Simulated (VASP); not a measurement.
# NaF (R-3m) in VASP: further runs

Runs on NaF. Level: PBEsol. Tasks: single point.

Program: VASP 6.6.1. These are calculated values, not measurements. Logs are shortened: lines on timing, memory, paths and dates and some standing lists are left out, and cuts for length are marked.

### 1 The cell of the first run

The structure is trigonal, space group R-3m (No. 166). Conventional cell: a = 3.092 Å, b = 3.092 Å, c = 9.088 Å, α = 90.00°, β = 90.00°, γ = 120.00°. Na (site symmetry -3m) has 6 F at 2.34 Å and 6 Na at 3.09 Å within 3.1 Å. Within 3.1 Å of F (site symmetry -3m) lie 6 Na at 2.34 Å and 6 F at 3.09 Å.

### 2 Single point, PBEsol

Input file INCAR:

```
SYSTEM = NaF
PREC = Accurate ; ENCUT = 520
EDIFF = 1E-6 ; ISMEAR = 0
SIGMA = 0.05 ; LREAL = .False.
LASPH = .True. ; NELM = 100
ALGO = Normal ; ISIF = 2
LWAVE = .False. ; LCHARG = .False.
GGA = PS ; NBANDS = 14
```

Input file KPOINTS:

```
regular mesh
0
Gamma
  10 10 10
  0 0 0
```

Input file POSCAR:

```
NaF
1.0
    0.2915078675      2.4778168734      2.4778168734
    2.4778168734      0.2915078675      2.4778168734
    2.4778168734      2.4778168734      0.2915078675
Na F
1 1
Direct
    0.0000000000      0.0000000000      0.0000000000
    0.5000000000      0.5000000000      0.5000000000
```

Potentials or basis: VASP PAW PBE potentials, release 64 (Na_pv, F).

The run is started by

```bash
$ cat potpaw_PBE.64/Na_pv/POTCAR potpaw_PBE.64/F/POTCAR > POTCAR
$ mpirun -np 1 vasp_std > vasp.out
```

OUTCAR:

```text
SYSTEM = NaF
   PREC = Accurate
   ENCUT = 520
   EDIFF = 1E-6
   ISMEAR = 0
   LREAL = .False.
   LASPH = .True.
   NELM = 100
   ISIF = 2
   GGA = PS

 ion  position               nearest neighbor table
   1  0.000  0.000  0.000-   2 2.34   2 2.34   2 2.34   2 2.34   2 2.34   2 2.34
   2  0.500  0.500  0.500-   1 2.34   1 2.34   1 2.34   1 2.34   1 2.34   1 2.34

  LATTYP: Found a trigonal (rhomboedric) cell.
 ALAT       =     3.5162664508
 COS(alpha) =     0.6134020619

  Lattice vectors:

 A1 = (   0.2915078675,   2.4778168734,   2.4778168734)
 A2 = (   2.4778168734,   0.2915078675,   2.4778168734)
 A3 = (   2.4778168734,   2.4778168734,   0.2915078675)

Analysis of symmetry for initial positions (statically):
=====================================================================
 Subroutine PRICEL returns:
 Original cell was already a primitive cell.

 Routine SETGRP: Setting up the symmetry group for a
 trigonal (rhombohedral) supercell.

 Subroutine GETGRP returns: Found 12 space group operations
 (whereof 12 operations were pure point group operations)
 out of a pool of 12 trial point group operations.

The static configuration has the point symmetry D_3d.

Analysis of symmetry for dynamics (positions and initial velocities):
=====================================================================
 Subroutine PRICEL returns:
 Original cell was already a primitive cell.

 Routine SETGRP: Setting up the symmetry group for a
 trigonal (rhombohedral) supercell.

 Subroutine GETGRP returns: Found 12 space group operations
 (whereof 12 operations were pure point group operations)
 out of a pool of 12 trial point group operations.

The dynamic configuration has the point symmetry D_3d.

 Subroutine INISYM returns: Found 12 space group operations
 (whereof 12 operations are pure point group operations),
 and found     1 'primitive' translations

----------------------------------------------------------------------------------------

                                     Primitive cell

  volume of cell :      25.0811

  direct lattice vectors                    reciprocal lattice vectors
     0.291507868  2.477816873  2.477816873    -0.241401273  0.215990613  0.215990613
     2.477816873  0.291507868  2.477816873     0.215990613 -0.241401273  0.215990613
     2.477816873  2.477816873  0.291507868     0.215990613  0.215990613 -0.241401273

  length of vectors
     3.516266451  3.516266451  3.516266451     0.389330791  0.389330791  0.389330791

  position of ions in fractional coordinates (direct lattice)
     0.000000000  0.000000000  0.000000000
     0.500000000  0.500000000  0.500000000
[... 84 lines left out ...]
   ISYM   =      2    0-nonsym 1-usesym 2-fastsym
   POTIM  = 0.5000    time-step for ionic-motion
   TEBEG  =    0.0;   TEEND  =   0.0 temperature during run
   PSTRESS=    0.0 pullay stress
   NELECT =      14.0000    total number of electrons
   NUPDOWN=      -1.0000    fix difference up-down
   EMIN   =  10.00;   EMAX   =-10.00  energy-range for DOS
   EFERMI =   0.00;   METHOD = LEGACY
   ISMEAR =     0;   SIGMA  =   0.05  broadening in eV -4-tet -1-fermi 0-gaus
   EFERMI_NEDOS =   21; number of points for ismear=-14 and -15
   IALGO  =     38    algorithm
   IMIX   =      4    mixing-type and parameters
     AMIX     =   0.40;   BMIX     =  1.00
     AMIX_MAG =   1.60;   BMIX_MAG =  1.00
  volume/ion in A,a.u.               =      12.54        84.63
  Fermi-wavevector in a.u.,A,eV,Ry     =   1.347935  2.547227 24.720809  1.816928
  Thomas-Fermi vector in A             =   2.475645
   LORBIT       =      0    0 simple, 1 ext, 2 COOP (PROOUT), +10 PAW based schemes
   GGA     = PS    functional components
   LHFCALC =     F    Hartree Fock is set to
   AEXX    =    0.0000 exact exchange contribution
   IVDW    =     0    specifies the selected vdW correction
   LEPSILON=     F    determine dielectric tensor
   LRPA    =     F    only Hartree local field effects (RPA)
 non-spin polarized calculation
 Gauss-broadening in eV      SIGMA  =   0.05
  energy-cutoff  :      520.00
  volume of cell :       25.08
 maximum number of plane-waves:       701
 NGX is ok and might be reduce to    28

 number of electron      14.0000007 magnetization

 Free energy of the ion-electron system (eV)
  ---------------------------------------------------
  ext. energy  EPLUGINS =         0.00000000
  ---------------------------------------------------
  free energy    TOTEN  =        -8.65219372 eV

  energy without entropy =       -8.65219372  energy(sigma->0) =       -8.65219372

 E-fermi :  -1.6427     XC(G=0):  -9.3061

 val. band max:       -1.8672164599   @ k =   0.0000   0.0000   0.0000
 cond. band min:       3.8052633371   @ k =   0.0000   0.0000   0.0000
 fundamental gap:      5.6724797970
 Fermi energy:        -1.6427248284

 k-point     1 :       0.0000    0.0000    0.0000
  band No.  band energies     occupation
      1     -21.1594      2.00000
      2     -21.1594      2.00000
      3     -21.1480      2.00000
      4     -21.1313      2.00000
      5      -2.4761      2.00000
      6      -1.8672      2.00000
      7      -1.8672      2.00000
      8       3.8053      0.00000
      9      14.2619      0.00000
     10      18.1966      0.00000
     11      18.1966      0.00000
     12      18.3572      0.00000
     13      22.0365      0.00000
     14      22.0365      0.00000
[... 377 lines left out ...]
      1     -21.5275      2.00000
      2     -21.2225      2.00000
      3     -21.1731      2.00000
      4     -20.6261      2.00000
      5      -3.2781      2.00000
      6      -2.6567      2.00000
      7      -2.2521      2.00000
      8       8.0436      0.00000
      9      11.5456      0.00000
     10      14.3822      0.00000
     11      16.1377      0.00000
     12      18.3544      0.00000
     13      22.1053      0.00000
     14      23.8513      0.00000

 [... further k-points ...]
[... 5 lines left out ...]
  --------------------------------------------------------------------------------------
  -------------------------------------------------------------------------------------
  Total       -0.1643497     -0.1643497     -0.1643497     -0.7047089     -0.7047089     -0.7047089
  in kB      -10.4986563    -10.4986563    -10.4986563    -45.0167863    -45.0167863    -45.0167863
  external PRESSURE =     -10.4986563 kB  Pullay stress =       0.0000000 kB

 VOLUME and BASIS-vectors are now :
 -----------------------------------------------------------------------------
  energy-cutoff  :      520.00
  volume of cell :       25.08
      direct lattice vectors                 reciprocal lattice vectors
     0.291507868  2.477816873  2.477816873    -0.241401273  0.215990613  0.215990613
     2.477816873  0.291507868  2.477816873     0.215990613 -0.241401273  0.215990613
     2.477816873  2.477816873  0.291507868     0.215990613  0.215990613 -0.241401273

 POSITION                                       TOTAL-FORCE (eV/Angst)
 -----------------------------------------------------------------------------------
      0.00000      0.00000      0.00000         0.000000      0.000000     -0.000000
      2.62357      2.62357      2.62357        -0.000000     -0.000000      0.000000
 -----------------------------------------------------------------------------------
    total drift:                                0.000000      0.000000      0.000000

  FREE ENERGIE OF THE ION-ELECTRON SYSTEM (eV)
  ---------------------------------------------------
  free  energy   TOTEN  =        -8.6521937243 eV

  energy  without entropy=       -8.6521937243  energy(sigma->0) =       -8.65219372
```

OSZICAR:

```text
N       E                     dE             d eps       ncg     rms          rms(c)
DAV:   1     0.107009752688E+03    0.10701E+03   -0.77495E+03  3322   0.122E+03
DAV:   2    -0.397171722310E+01   -0.11098E+03   -0.10318E+03  3608   0.340E+02
DAV:   3    -0.940270462268E+01   -0.54310E+01   -0.54198E+01  4034   0.684E+01
DAV:   4    -0.944636005526E+01   -0.43655E-01   -0.43654E-01  3554   0.659E+00
DAV:   5    -0.944680960673E+01   -0.44955E-03   -0.44955E-03  4028   0.668E-01    0.490E+00
DAV:   6    -0.867652301831E+01    0.77029E+00   -0.25546E+00  3950   0.144E+01    0.182E+00
DAV:   7    -0.865651826049E+01    0.20005E-01   -0.30004E-02  3320   0.230E+00    0.104E+00
DAV:   8    -0.865170215147E+01    0.48161E-02   -0.27891E-02  3620   0.398E+00    0.153E-01
DAV:   9    -0.865228062492E+01   -0.57847E-03   -0.44899E-03  3986   0.662E-01    0.111E-01
DAV:  10    -0.865219228442E+01    0.88341E-04   -0.93936E-04  3866   0.306E-01    0.220E-02
DAV:  11    -0.865219293012E+01   -0.64570E-06   -0.49808E-05  3620   0.139E-01    0.587E-03
DAV:  12    -0.865219372432E+01   -0.79420E-06   -0.60585E-06  3926   0.311E-02
   1 F= -.86521937E+01 E0= -.86521937E+01  d E =-.120363E-12
```

Run time: 17 s. Hardware: 1 thread of Intel Xeon 6975P-C (Granite Rapids), shared host; peak memory 0.17 GiB.

What came out:

- Free energy: -8.6522 eV
- Pressure: -1.0 GPa
- Band gap on the k mesh: 5.67 eV, direct

Caveat: the PAW data sets were made with another functional, which shifts forces and pressure a little. A k mesh can miss the band edges.

### 3 Single point, PBEsol

This run uses another cell than the first one, of the same volume but with other edges.

Input file INCAR:

```
PREC = Accurate
ENCUT = 520
EDIFF = 1E-6
ISMEAR = 0
SIGMA = 0.05
LREAL = False
LASPH = True
NELM = 100
ALGO = Normal
ISIF = 2
LWAVE = False
LCHARG = False
GGA = PS
NBANDS = 14
```

Input file KPOINTS:

```
Automatic mesh
0
Gamma
  10 10 10
```

Input file POSCAR:

```
NaF
1.0
    0.9084389910      2.8550939718      2.8550939718
    2.8550939718      0.9084389910      2.8550939718
    2.8550939718      2.8550939718      0.9084389910
Na F
1 1
Direct
    0.0000000000      0.0000000000      0.0000000000
    0.5000000000      0.5000000000      0.5000000000
```

Potentials or basis: VASP PAW PBE potentials, release 64 (Na_pv, F).

The run is started by

```bash
$ cat potpaw_PBE.64/Na_pv/POTCAR potpaw_PBE.64/F/POTCAR > POTCAR
$ mpirun -np 1 vasp_std > vasp.out
```

OUTCAR:

```text
PREC = Accurate
   ENCUT = 520
   EDIFF = 1E-6
   ISMEAR = 0
   LREAL = False
   LASPH = True
   NELM = 100
   ISIF = 2
   GGA = PS

 ion  position               nearest neighbor table
   1  0.000  0.000  0.000-
   2  0.500  0.500  0.500-

  LATTYP: Found a trigonal (rhomboedric) cell.
 ALAT       =     4.1386452585
 COS(alpha) =     0.7787610619

  Lattice vectors:

 A1 = (   0.9084389910,   2.8550939718,   2.8550939718)
 A2 = (   2.8550939718,   0.9084389910,   2.8550939718)
 A3 = (   2.8550939718,   2.8550939718,   0.9084389910)

Analysis of symmetry for initial positions (statically):
=====================================================================
 Subroutine PRICEL returns:
 Original cell was already a primitive cell.

 Routine SETGRP: Setting up the symmetry group for a
 trigonal (rhombohedral) supercell.

 Subroutine GETGRP returns: Found 12 space group operations
 (whereof 12 operations were pure point group operations)
 out of a pool of 12 trial point group operations.

The static configuration has the point symmetry D_3d.

Analysis of symmetry for dynamics (positions and initial velocities):
=====================================================================
 Subroutine PRICEL returns:
 Original cell was already a primitive cell.

 Routine SETGRP: Setting up the symmetry group for a
 trigonal (rhombohedral) supercell.

 Subroutine GETGRP returns: Found 12 space group operations
 (whereof 12 operations were pure point group operations)
 out of a pool of 12 trial point group operations.

The dynamic configuration has the point symmetry D_3d.

 Subroutine INISYM returns: Found 12 space group operations
 (whereof 12 operations are pure point group operations),
 and found     1 'primitive' translations

----------------------------------------------------------------------------------------

                                     Primitive cell
[... 114 lines left out ...]
  Thomas-Fermi vector in A             =   2.475645
   LORBIT       =      0    0 simple, 1 ext, 2 COOP (PROOUT), +10 PAW based schemes
   GGA     = PS    functional components
   LHFCALC =     F    Hartree Fock is set to
   AEXX    =    0.0000 exact exchange contribution
   IVDW    =     0    specifies the selected vdW correction
   LEPSILON=     F    determine dielectric tensor
   LRPA    =     F    only Hartree local field effects (RPA)
 non-spin polarized calculation
 Gauss-broadening in eV      SIGMA  =   0.05
  energy-cutoff  :      520.00
  volume of cell :       25.08
 maximum number of plane-waves:       686
   NGX = 15   NGY = 15   NGZ = 15

 number of electron      13.9999999 magnetization

 Free energy of the ion-electron system (eV)
  ---------------------------------------------------
  ext. energy  EPLUGINS =         0.00000000
  ---------------------------------------------------
  free energy    TOTEN  =        -7.37947682 eV

  energy without entropy =       -7.37947682  energy(sigma->0) =       -7.37947682

 E-fermi :   0.2961     XC(G=0):  -9.4105

 val. band max:       -0.0526899267   @ k =   0.0000   0.0000   0.0000
 cond. band min:       2.4433310474   @ k =   0.0000   0.0000   0.0000
 fundamental gap:      2.4960209742
 Fermi energy:         0.2961335246

 k-point     1 :       0.0000    0.0000    0.0000
  band No.  band energies     occupation
      1     -22.4924      2.00000
      2     -22.4924      2.00000
      3     -22.4089      2.00000
      4     -20.1849      2.00000
      5      -2.3981      2.00000
      6      -0.0527      2.00000
      7      -0.0527      2.00000
      8       2.4433      0.00000
      9      13.2535      0.00000
     10      13.8388      0.00000
     11      21.3789      0.00000
     12      21.3789      0.00000
     13      25.0381      0.00000
     14      25.2753      0.00000
[... 377 lines left out ...]
      1     -22.8417      2.00000
      2     -22.5896      2.00000
      3     -22.3588      2.00000
      4     -19.6918      2.00000
      5      -2.2944      2.00000
      6      -1.9935      2.00000
      7      -0.6022      2.00000
      8       6.6978      0.00000
      9      11.5832      0.00000
     10      13.9875      0.00000
     11      16.6446      0.00000
     12      17.4818      0.00000
     13      21.0408      0.00000
     14      23.1908      0.00000

 [... further k-points ...]
[... 5 lines left out ...]
  --------------------------------------------------------------------------------------
  -------------------------------------------------------------------------------------
  Total       -0.2622940     -0.2622940     -0.2622940     -3.1933120     -3.1933120     -3.1933120
  in kB      -16.7553362    -16.7553362    -16.7553362   -203.9886744   -203.9886744   -203.9886744
  external PRESSURE =     -16.7553362 kB  Pullay stress =       0.0000000 kB

 VOLUME and BASIS-vectors are now :
 -----------------------------------------------------------------------------
  energy-cutoff  :      520.00
  volume of cell :       25.08
      direct lattice vectors                 reciprocal lattice vectors
     0.908438991  2.855093972  2.855093972    -0.292104896  0.221596818  0.221596818
     2.855093972  0.908438991  2.855093972     0.221596818 -0.292104896  0.221596818
     2.855093972  2.855093972  0.908438991     0.221596818  0.221596818 -0.292104896

 POSITION                                       TOTAL-FORCE (eV/Angst)
 -----------------------------------------------------------------------------------
      0.00000      0.00000      0.00000         0.000000      0.000000      0.000000
      3.30931      3.30931      3.30931        -0.000000     -0.000000     -0.000000
 -----------------------------------------------------------------------------------
    total drift:                                0.000000     -0.000000      0.000000

  FREE ENERGIE OF THE ION-ELECTRON SYSTEM (eV)
  ---------------------------------------------------
  free  energy   TOTEN  =        -7.3794768179 eV

  energy  without entropy=       -7.3794768179  energy(sigma->0) =       -7.37947682
```

It took 17 s on 1 thread of Intel Xeon 6975P-C (Granite Rapids), shared host; peak memory 0.18 GiB.

What came out:

- Free energy: -7.3795 eV
- Pressure: -1.7 GPa
- Band gap on the k mesh: 2.50 eV, direct

Caveat: the PAW data sets were made with another functional, which shifts forces and pressure a little. A k mesh can miss the band edges.
